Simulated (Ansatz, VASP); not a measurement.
**Two plane-wave programs on FeCoC6N6**

```
Fe Co C N
1.0
     0.00000    5.10741    5.10741
     5.10741    0.00000    5.10741
     5.10741    5.10741    0.00000
Fe Co C N
1 1 6 6
Direct
  0.50000 0.50000 0.50000
  0.00000 0.00000 0.00000
  0.81680 0.18320 0.18320
  0.18320 0.81680 0.18320
  0.18320 0.18320 0.81680
  0.18320 0.81680 0.81680
  0.81680 0.18320 0.81680
  0.81680 0.81680 0.18320
  0.70265 0.29735 0.29735
  0.29735 0.70265 0.29735
  0.29735 0.29735 0.70265
  0.29735 0.70265 0.70265
  0.70265 0.29735 0.70265
  0.70265 0.70265 0.29735
```

Alike in both runs: functional PBE; k mesh 4 × 4 × 4; occupations gaussian, width 0.1 eV; collinear spin.

Ansatz relaxed the structure, and its values are those at the end. VASP's run is a single point on that final structure, the one shown.

|  | VASP | Ansatz |
| --- | --- | --- |
| version | VASP 6.6.1 | Ansatz 0.2.0 |
| potentials or method | VASP PAW PBE potentials, release 64 (Fe, Co, C, N), cutoff 520 eV | scalar-relativistic, plane waves, PAW |
| valence electrons in the cell | 71 | 87 |

|  | VASP | Ansatz | Ansatz less VASP |
| --- | --- | --- | --- |
| pressure (GPa) | -4.4 | 0.0 | +4.38 |
| rms of the force components (eV/Å) | 0.637 | 0.001 | -0.6360 |
| net moment per atom (μB) | 0.07 | 0.36 | +0.286 |
| size of the moment on the site where the two differ most (μB) | 0.89 | 3.88 | +2.995 |

The net moments are unlike, so the other rows may belong to different states. Site moments also hang on the region over which each program counts them. VASP's potentials hold 71 valence electrons a cell and Ansatz's 87, so a difference there can come from the potentials and not from the codes.

Noted on VASP's run: the standard files for N, O and F lose accuracy on very short bonds.
